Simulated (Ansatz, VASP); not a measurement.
**One calculation of Cu2O, two programs**

Contents of INCAR:

```
SYSTEM = Cu2O
PREC     = Accurate       ! precision mode
ENCUT    = 600            ! plane-wave cutoff, eV
EDIFF    = 1E-7           ! SCF threshold, eV
ISMEAR   = 0              ! smearing method
SIGMA    = 0.02           ! smearing width, eV
LREAL    = .False.        ! projectors in reciprocal space
LASPH    = .True.         ! aspherical terms in the spheres
NELM     = 120            ! most SCF steps
ALGO     = Normal         ! electronic algorithm
ISIF     = 3              ! what is computed and relaxed
LWAVE    = .False.        ! write WAVECAR
LCHARG   = .False.        ! write CHGCAR
GGA      = PS             ! functional
IBRION   = 2              ! ionic algorithm
NSW      = 100            ! ionic steps
EDIFFG   = -0.005         ! ionic threshold
GGA_COMPAT= .False.      
NELMIN   = 4
```

KPOINTS

```
regular mesh
0
Gamma
  8 8 8
  0 0 0
```

POSCAR

```
Cu2O
1.0
    4.2466993200      0.0000000000      0.0000000000
    0.0000000000      4.2466993200      0.0000000000
    0.0000000000      0.0000000000      4.2466993200
Cu O
4 2
Direct
    0.2500000000      0.2500000000      0.7500000000
    0.7500000000      0.2500000000      0.2500000000
    0.2500000000      0.7500000000      0.2500000000
    0.7500000000      0.7500000000      0.7500000000
    0.5000000000      0.5000000000      0.5000000000
    0.0000000000      0.0000000000      0.0000000000
```

Input for Ansatz:

```yaml
crystal:
  lattice:
    - [4.24669932, 0.0, 0.0]
    - [0.0, 4.24669932, 0.0]
    - [0.0, 0.0, 4.24669932]
  atoms:
    - { symbol: Cu, position: [0.25, 0.25, 0.75] }
    - { symbol: Cu, position: [0.75, 0.25, 0.25] }
    - { symbol: Cu, position: [0.25, 0.75, 0.25] }
    - { symbol: Cu, position: [0.75, 0.75, 0.75] }
    - { symbol: O, position: [0.5, 0.5, 0.5] }
    - { symbol: O, position: [0.0, 0.0, 0.0] }
basis:
  ecutwfc: 420
kpoints:
  mp_grid: { grid: [8, 8, 8] }
hamiltonian:
  xc: pbesol
scf:
  occupations: { method: gaussian, width: 0.02 }
output:
  forces: true
  stress: true
  eigenvalues: true
relax:
  adjacent_minimum: "off"
  f_tol: 0.005
  max_steps: 80
  cell: { stress_tol: 0.05 }
```

Alike in both runs: task relaxation of cell and atoms; functional PBEsol; k mesh 8 × 8 × 8; occupations gaussian, width 0.02 eV; no spin polarisation.

|  | VASP | Ansatz |
| --- | --- | --- |
| version | VASP 6.6.1 | Ansatz 0.2.0 |
| potentials or method | VASP PAW PBE potentials, release 64 (Cu, O), cutoff 600 eV | scalar-relativistic, plane waves, PAW |
| valence electrons in the cell | 56 | 88 |

|  | VASP | Ansatz | Ansatz less VASP |
| --- | --- | --- | --- |
| gap on the k mesh at the Fermi level, each at its own relaxed structure (eV) | 0.55 | 0.56 | +0.008 |
| relaxed volume (Å³/atom) | 12.62 | 12.55 | -0.075 |
| relaxed cell length with the largest relative difference (Å) | 4.231 | 4.223 | -0.0084 |

VASP's potentials were made for PBE, not for PBEsol. VASP's potentials hold 56 valence electrons a cell and Ansatz's 88, so a difference there can come from the potentials and not from the codes.
